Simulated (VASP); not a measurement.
# GaP (I-4m2) in VASP: G0W0 quasiparticle levels with PBE

Aim: the G0W0 quasiparticle levels of GaP with PBE.

All numbers are computed with VASP 6.6.1; they aren't measurements. Logs are shortened: lines on timing, memory, paths and dates and some standing lists are left out, and cuts for length are marked.

## 1. The cell of the first run

Symmetry: I-4m2, No. 119, tetragonal system. Conventional cell: a = 3.725 Å, b = 3.725 Å, c = 5.451 Å, α = 90.00°, β = 90.00°, γ = 90.00°. Within 3.1 Å of Ga (site symmetry -4m2) lie 4 P at 2.31 Å. P (site symmetry -4m2) has 4 Ga at 2.31 Å within 3.1 Å.

## 2. G0W0 quasiparticle levels, PBE

POSCAR reads:

```
GaP
1.0
    0.0000000000      2.6341089668      2.7254102088
    2.6341089668      0.0000000000      2.7254102088
    2.6341089668      2.6341089668      0.0000000000
Ga P
1 1
Direct
    0.0000000000      0.0000000000      0.0000000000
    0.2500000000      0.2500000000      0.2500000000
```

INCAR.step1 reads:

```
ALGO = Normal
EDIFF = 1E-8
ENCUT = 500
GGA = PE
ISMEAR = 0
LASPH = True
LCHARG = False
LREAL = False
LWAVE = True
NELM = 100
PREC = Accurate
SIGMA = 0.01
```

INCAR.step2 reads:

```
ALGO = Exact
EDIFF = 1E-8
ENCUT = 500
GGA = PE
ISMEAR = 0
ISTART = 1
LASPH = True
LCHARG = False
LOPTICS = True
LREAL = False
LWAVE = True
NBANDS = 166
NELM = 1
PREC = Accurate
SIGMA = 0.01
```

INCAR.step3 reads:

```
ALGO = EVGW0
EDIFF = 1E-8
ENCUT = 500
ENCUTGW = 150.0
GGA = PE
ISMEAR = 0
ISTART = 1
LASPH = True
LCHARG = False
LREAL = False
LWAVE = False
NBANDS = 166
NBANDSGW = 17
NELMGW = 1
NOMEGA = 48
PREC = Accurate
PRECFOCK = Fast
SIGMA = 0.01
```

KPOINTS reads:

```
k-points
0
Gamma
  4 4 4
```

Potentials or basis: VASP PAW PBE potentials, release 64 (Ga_d_GW, P_GW).

Launch:

```
$ cat potpaw_PBE.64/Ga_d_GW/POTCAR potpaw_PBE.64/P_GW/POTCAR > POTCAR
$ cp INCAR.step1 INCAR
$ mpirun -np 1 vasp_std > vasp.out
$ cp INCAR.step2 INCAR
$ mpirun -np 1 vasp_std > vasp.out
$ cp INCAR.step3 INCAR
$ mpirun -np 1 vasp_std > vasp.out
```

OUTCAR:

```text
EDIFF = 1E-8
   ENCUT = 500
   ENCUTGW = 150.0
   GGA = PE
   ISMEAR = 0
   ISTART = 1
   LASPH = True
   LREAL = False
   NELMGW = 1
   PREC = Accurate
   PRECFOCK = Fast

 ion  position               nearest neighbor table
   1  0.000  0.000  0.000-   2 2.31   2 2.31   2 2.31   2 2.31
   2  0.250  0.250  0.250-   1 2.31   1 2.31   1 2.31   1 2.31

  LATTYP: Found a body centered tetragonal cell.
 ALAT       =     3.7251926256
 C/A-ratio  =     1.4632318286

  Lattice vectors:

 A1 = (  -2.6341089668,   0.0000000000,   2.7254102088)
 A2 = (   2.6341089668,   0.0000000000,   2.7254102088)
 A3 = (   0.0000000000,   2.6341089668,  -2.7254102088)

Analysis of symmetry for initial positions (statically):
=====================================================================
 Subroutine PRICEL returns:
 Original cell was already a primitive cell.

 Routine SETGRP: Setting up the symmetry group for a
 body centered tetragonal supercell.

 Subroutine GETGRP returns: Found  8 space group operations
 (whereof  8 operations were pure point group operations)
 out of a pool of 16 trial point group operations.

The static configuration has the point symmetry D_2d.

Analysis of symmetry for dynamics (positions and initial velocities):
=====================================================================
 Subroutine PRICEL returns:
 Original cell was already a primitive cell.

 Routine SETGRP: Setting up the symmetry group for a
 body centered tetragonal supercell.

 Subroutine GETGRP returns: Found  8 space group operations
 (whereof  8 operations were pure point group operations)
 out of a pool of 16 trial point group operations.

The dynamic configuration has the point symmetry D_2d.

 Subroutine INISYM returns: Found  8 space group operations
 (whereof  8 operations are pure point group operations),
 and found     1 'primitive' translations

----------------------------------------------------------------------------------------

                                     Primitive cell

  volume of cell :      37.8207

  direct lattice vectors                    reciprocal lattice vectors
     0.000000000  2.634108967  2.725410209    -0.189817508  0.189817508  0.183458622
     2.634108967  0.000000000  2.725410209     0.189817508 -0.189817508  0.183458622
     2.634108967  2.634108967  0.000000000     0.189817508  0.189817508 -0.183458622

  length of vectors
     3.790302212  3.790302212  3.725192626     0.325143720  0.325143720  0.325143720

  position of ions in fractional coordinates (direct lattice)
     0.000000000  0.000000000  0.000000000
     0.250000000  0.250000000  0.250000000

  ion indices of the primitive-cell ions
   primitive index   ion index
                 1           1
                 2           2

----------------------------------------------------------------------------------------

 KPOINTS: k-points

Automatic generation of k-mesh.
 Grid dimensions read from file:
 generate k-points for:    4    4    4

 Generating k-lattice:

  Cartesian coordinates                     Fractional coordinates (reciprocal lattice)
    -0.047454377  0.047454377  0.045864655     0.250000000  0.000000000  0.000000000
     0.047454377 -0.047454377  0.045864655     0.000000000  0.250000000  0.000000000
     0.047454377  0.047454377 -0.045864655     0.000000000  0.000000000  0.250000000

  Length of vectors
     0.081285930  0.081285930  0.081285930

  Shift w.r.t. Gamma in fractional coordinates (k-lattice)
     0.000000000  0.000000000  0.000000000

 Subroutine IBZKPT returns following result:
 ===========================================

 Found     13 irreducible k-points:

 Following reciprocal coordinates:
            Coordinates               Weight
  0.000000  0.000000  0.000000      1.000000
  0.250000  0.000000  0.000000      8.000000
  0.500000  0.000000  0.000000      4.000000
  0.250000  0.250000  0.000000      2.000000
  0.500000  0.250000  0.000000      8.000000
 -0.250000  0.250000  0.000000      4.000000
  0.500000  0.500000  0.000000      1.000000
  0.250000  0.000000  0.250000      4.000000
  0.500000 -0.000000  0.250000     16.000000
 -0.250000  0.000000  0.250000      8.000000
 -0.250000  0.500000  0.250000      4.000000
  0.500000  0.000000  0.500000      2.000000
 -0.250000  0.250000  0.500000      2.000000
   k-points           NKPTS =     13   k-points in BZ     NKDIM =     64   number of bands    NBANDS=    166
   number of dos      NEDOS =    301   number of ions     NIONS =      2
   total plane-waves  NPLWV =  21952
   dimension x,y,z NGX =    28 NGY =   28 NGZ =   28
   dimension x,y,z NGXF=    56 NGYF=   56 NGZF=   56
   ions per type =               1   1
   NGX,Y,Z   is equivalent  to a cutoff of  12.28, 12.28, 12.50 a.u.
   NGXF,Y,Z  is equivalent  to a cutoff of  24.56, 24.56, 24.99 a.u.
 SYSTEM =  unknown system
   PREC   = accura    normal or accurate (medium, high low for compatibility)
   ISTART =      1    job   : 0-new  1-cont  2-samecut
   ICHARG =      0    charge: 1-file 2-atom 10-const
   ISPIN  =      1    spin polarized calculation?
   LNONCOLLINEAR =      F non collinear calculations
   LSORBIT =      F    spin-orbit coupling
   LASPH  =      T    aspherical Exc in radial PAW
   ENCUT  =  500.0 eV  36.75 Ry    6.06 a.u.   6.91  6.91  6.79*2*pi/ulx,y,z
   NELM   =     60;   NELMIN=  2; NELMDL=  0     # of ELM steps
   EDIFF  = 0.1E-07   stopping-criterion for ELM
   LREAL  =      F    real-space projection
   EDIFFG = 0.1E-06   stopping-criterion for IOM
   NSW    =      0    number of steps for IOM
   IBRION =     -1    ionic relax: 0-MD 1-quasi-New 2-CG
   NFREE  =      0    steps in history (QN), initial steepest desc. (CG)
   ISIF   =      0    stress and relaxation
   ISYM   =      3    0-nonsym 1-usesym 2-fastsym
   POTIM  = 0.5000    time-step for ionic-motion
   TEBEG  =    0.0;   TEEND  =   0.0 temperature during run
   PSTRESS=    0.0 pullay stress
   NELECT =      18.0000    total number of electrons
   NUPDOWN=      -1.0000    fix difference up-down
   EMIN   =  10.00;   EMAX   =-10.00  energy-range for DOS
   EFERMI =   0.00;   METHOD = LEGACY
   ISMEAR =     0;   SIGMA  =   0.01  broadening in eV -4-tet -1-fermi 0-gaus
   EFERMI_NEDOS =   21; number of points for ismear=-14 and -15
   IALGO  =     38    algorithm
   IMIX   =      4    mixing-type and parameters
     AMIX     =   0.40;   BMIX     =  1.00
     AMIX_MAG =   1.60;   BMIX_MAG =  1.00
  volume/ion in A,a.u.               =      18.91       127.61
  Fermi-wavevector in a.u.,A,eV,Ry     =   1.278172  2.415394 22.228151  1.633723
  Thomas-Fermi vector in A             =   2.410730
   LORBIT       =      0    0 simple, 1 ext, 2 COOP (PROOUT), +10 PAW based schemes
   GGA     = PE    functional components
   LHFCALC =     T    Hartree Fock is set to
   PRECFOCK=fast      Normal, Fast or Accurate (Low or Medium for compatibility)
   ENCUT4O =  -1.0   cutoff for four orbital integrals eV
   NKREDX  =     1    reduce k-point grid by
   NKREDY  =     1    reduce k-point grid by
   NKREDZ  =     1    reduce k-point grid by
   AEXX    =    1.0000 exact exchange contribution
   HFSCREEN=    0.0000 screening length (either q_TF or 0.3 A-1)
   HFSCREENC=   0.0000 screening length for correlation (either q_TF or 0.3 A-1)
   ENCUTFOCK=  -1.0 apply spherical cutoff to Coloumb kernel
   IVDW    =     0    specifies the selected vdW correction
   LEPSILON=     F    determine dielectric tensor
   LRPA    =     F    only Hartree local field effects (RPA)
   LRPAFORCE           =     F    calculate RPA forces
   ENCUTGW             = 150.0    cutoff for response function in eV
   ENCUTGWSOFT         = 120.0    soft cutoff for Coulomb kernel in GW response function in eV
   ENCUTLF             =  -1.0    cutoff for local field effects
   NELMGW              =     1    number of iterations in solving QP/BSE equation
   NELMHF              =     1    number of iterations in the inner HF iteration
   NKREDLFX            =     1    NKREDLFY  =   1   NKREDLFZ  =   1
 non-spin polarized calculation
 Gauss-broadening in eV      SIGMA  =   0.01
  energy-cutoff  :      500.00
  volume of cell :       37.82
 maximum number of plane-waves:       974
  NGX = 16; NGY = 16; NGZ = 16
   NGX = 13   NGY = 13   NGZ = 13
 maximum number of plane-waves:       169

 QP shifts <psi_nk| G(iteration)W_0 |psi_nk>: iteration 1
 for sc-GW calculations column KS-energies equals QP-energies in previous step
 and V_xc(KS)=  KS-energies - (<T + V_ion + V_H > + <T+V_H+V_ion>^1  + <V_x>^1)

 k-point   1 :       0.0000    0.0000    0.0000
  band No.  KS-energies  QP-energies   sigma(KS)   V_xc(KS)     V^pw_x(r,r')   Z            occupation Imag(sigma)

      1      -9.6240     -11.9808     -25.0502     -21.6456     -34.9436       0.6922       2.0000       0.2258
      2      -9.6126     -11.9681     -25.0590     -21.6563     -34.9623       0.6923       2.0000       0.2288
      3      -9.6126     -11.9681     -25.0590     -21.6563     -34.9623       0.6923       2.0000       0.2288
      4      -9.4983     -11.8967     -25.2549     -21.8047     -35.1285       0.6952       2.0000       0.1872
      5      -9.4951     -11.8831     -25.2335     -21.7887     -35.1072       0.6932       2.0000       0.1874
      6      -7.9264      -8.5299     -12.3915     -11.4772     -18.9241       0.6601       2.0000       1.0914
[... 9 lines left out ...]
     16      15.2183      15.4862     -10.8193     -11.1769      -5.1728       0.7494       0.0000      -0.2571
     17      17.1168      16.9570      -8.6398      -8.4302      -2.6002       0.7621       0.0000      -0.4895

 k-point   2 :       0.2500    0.0000    0.0000
  band No.  KS-energies  QP-energies   sigma(KS)   V_xc(KS)     V^pw_x(r,r')   Z            occupation Imag(sigma)

      1      -9.6752     -11.9649     -24.6567     -21.3386     -34.4867       0.6901       2.0000       0.2603
      2      -9.6019     -11.9628     -25.0892     -21.6802     -34.9899       0.6926       2.0000       0.2254
      3      -9.5948     -11.9555     -25.0955     -21.6887     -35.0024       0.6930       2.0000       0.2271
      4      -9.4983     -11.9015     -25.2518     -21.8035     -35.1288       0.6969       2.0000       0.1876
      5      -9.4918     -11.8896     -25.2414     -21.7967     -35.1204       0.6961       2.0000       0.1874
      6      -7.0763      -7.7350     -12.8933     -11.9279     -19.2258       0.6823       2.0000       0.9887
[... 9 lines left out ...]
     16      15.2553      15.1433      -8.4536      -8.3074      -2.6970       0.7657       0.0000      -0.3342
     17      18.6444      18.6742      -9.4096      -9.4491      -3.0902       0.7543       0.0000      -0.5539

 k-point   3 :       0.5000    0.0000    0.0000
  band No.  KS-energies  QP-energies   sigma(KS)   V_xc(KS)     V^pw_x(r,r')   Z            occupation Imag(sigma)

      1      -9.7220     -11.9779     -24.4572     -21.1828     -34.2574       0.6890       2.0000       0.2774
      2      -9.5900     -11.9542     -25.1047     -21.6934     -35.0033       0.6930       2.0000       0.2230
      3      -9.5828     -11.9471     -25.1148     -21.7039     -35.0188       0.6931       2.0000       0.2243
      4      -9.4924     -11.8947     -25.2663     -21.8208     -35.1545       0.6972       2.0000       0.1898
      5      -9.4817     -11.8822     -25.2676     -21.8233     -35.1588       0.6970       2.0000       0.1886
      6      -5.6233      -6.3060     -13.6610     -12.6989     -19.6220       0.7095       2.0000       0.8168
[... 9 lines left out ...]
     16      17.0460      17.3111     -10.9123     -11.2654      -4.5083       0.7507       0.0000      -0.4734
     17      18.9097      18.9721     -10.5517     -10.6345      -4.0718       0.7536       0.0000      -0.6596

 k-point   4 :       0.2500    0.2500    0.0000
  band No.  KS-energies  QP-energies   sigma(KS)   V_xc(KS)     V^pw_x(r,r')   Z            occupation Imag(sigma)

      1      -9.7053     -11.9903     -24.6300     -21.3169     -34.4563       0.6897       2.0000       0.2602
      2      -9.5748     -11.9473     -25.1421     -21.7286     -35.0566       0.6950       2.0000       0.2254
      3      -9.5748     -11.9473     -25.1421     -21.7286     -35.0566       0.6950       2.0000       0.2254
      4      -9.5132     -11.8913     -25.1729     -21.7362     -35.0370       0.6920       2.0000       0.1898
      5      -9.4864     -11.8920     -25.2757     -21.8262     -35.1593       0.6974       2.0000       0.1859
      6      -6.8399      -7.4807     -12.8882     -11.9400     -19.1369       0.6759       2.0000       0.9595
[... 142 lines left out ...]
      2      -9.5683     -11.9527     -25.1674     -21.7452     -35.0775       0.6967       2.0000       0.2193
      3      -9.5445     -11.9218     -25.1725     -21.7552     -35.0832       0.6957       2.0000       0.2178
      4      -9.5141     -11.9007     -25.2057     -21.7677     -35.0854       0.6942       2.0000       0.1937
      5      -9.4873     -11.8843     -25.2522     -21.8086     -35.1362       0.6961       2.0000       0.1857
      6      -4.5302      -5.1781     -13.9969     -13.0786     -19.6604       0.7055       2.0000       0.6784
[... 9 lines left out ...]
     16      18.9921      19.3009     -10.9752     -11.3890      -4.1197       0.7462       0.0000      -0.6358
     17      19.2690      19.3589     -10.3651     -10.4838      -3.8400       0.7572       0.0000      -0.6420

 k-point  12 :       0.5000    0.0000    0.5000
  band No.  KS-energies  QP-energies   sigma(KS)   V_xc(KS)     V^pw_x(r,r')   Z            occupation Imag(sigma)

      1      -9.7610     -12.0083     -24.4673     -21.1951     -34.2843       0.6868       2.0000       0.2771
      2      -9.5474     -11.9138     -25.0873     -21.6622     -34.9370       0.6909       2.0000       0.1963
      3      -9.5384     -11.9264     -25.2229     -21.8016     -35.1510       0.6980       2.0000       0.2211
      4      -9.5338     -11.9256     -25.2445     -21.8179     -35.1686       0.6980       2.0000       0.2181
      5      -9.4665     -11.8765     -25.2906     -21.8459     -35.1866       0.6996       2.0000       0.1837
      6      -4.5694      -5.2007     -13.7901     -12.8905     -19.4261       0.7018       2.0000       0.6845
[... 9 lines left out ...]
     16      18.2688      18.4768     -11.1926     -11.4692      -4.8354       0.7522       0.0000      -0.5463
     17      18.5226      18.6577     -11.0357     -11.2142      -4.6377       0.7571       0.0000      -0.5694

 k-point  13 :      -0.2500    0.2500    0.5000
  band No.  KS-energies  QP-energies   sigma(KS)   V_xc(KS)     V^pw_x(r,r')   Z            occupation Imag(sigma)

      1      -9.7383     -11.9789     -24.4790     -21.2128     -34.3009       0.6860       2.0000       0.2780
      2      -9.5703     -11.9481     -25.1563     -21.7367     -35.0681       0.6953       2.0000       0.2216
      3      -9.5443     -11.9203     -25.1674     -21.7455     -35.0644       0.6943       2.0000       0.2119
      4      -9.5201     -11.9079     -25.2254     -21.7856     -35.1116       0.6942       2.0000       0.1969
      5      -9.4811     -11.8764     -25.2474     -21.8066     -35.1335       0.6961       2.0000       0.1859
      6      -4.4635      -5.1096     -14.0102     -13.0942     -19.6565       0.7054       2.0000       0.6714
[... 9 lines left out ...]
     16      19.6097      19.9339     -11.0615     -11.4955      -4.0783       0.7470       0.0000      -0.6862
     17      19.7496      19.8503     -10.4266     -10.5593      -3.7996       0.7586       0.0000      -0.6718
```

It took 7.9 min on 1 thread of Intel Xeon 8259CL, shared host; peak memory 0.44 GiB.

Results:

- Quasiparticle gap: 1.86 eV
- Least direct quasiparticle gap: 3.26 eV
- Band gap of the starting levels on the mesh: 1.32 eV
- Least direct gap of the starting levels on the mesh: 2.31 eV

Caveat: the k points lie up to 0.51 Å⁻¹ apart; bands, screening cutoff and mesh are small and nothing is extrapolated, so the quasiparticle values aren't converged.
